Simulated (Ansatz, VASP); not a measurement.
**B2P5: VASP beside Ansatz**

```
B P
1.0
     3.24927    0.00000    0.00000
    -1.62464    2.81395    0.00000
     0.00000    0.00000   23.03717
B P
4 10
Direct
  0.33333 0.66667 0.11240
  0.00000 0.00000 0.22600
  0.66667 0.33333 0.88760
  0.00000 0.00000 0.77400
  0.00000 0.00000 0.36192
  0.33333 0.66667 0.41547
  0.00000 0.00000 0.63808
  0.66667 0.33333 0.58453
  0.33333 0.66667 0.02633
  0.00000 0.00000 0.14037
  0.66667 0.33333 0.25351
  0.66667 0.33333 0.97367
  0.00000 0.00000 0.85963
  0.33333 0.66667 0.74649
```

Alike in both runs: functional PBE; k mesh 12 × 12 × 2; occupations gaussian, width 0.1 eV; no spin polarisation.

Ansatz relaxed the structure, and its values are those at the end. VASP's run is a single point on that final structure, the one shown.

```csv
,VASP,Ansatz
version,VASP 6.6.1,Ansatz 0.2.0
potentials or method,"VASP PAW PBE potentials, release 64 (B, P), cutoff 520 eV","scalar-relativistic, plane waves, PAW"
valence electrons in the cell,62,62
```

Ansatz gave:

```
gap on the k mesh at the Fermi level (eV) : none
pressure (GPa)                            : 0.0
rms of the force components (eV/Å)        : 0.001
```

Problem. Which values does VASP return?

Solution. gap on the k mesh at the Fermi level (eV): none; pressure (GPa): -0.3; rms of the force components (eV/Å): 0.027.

A gap of «none» marks a metal or a gap that the smearing closes.
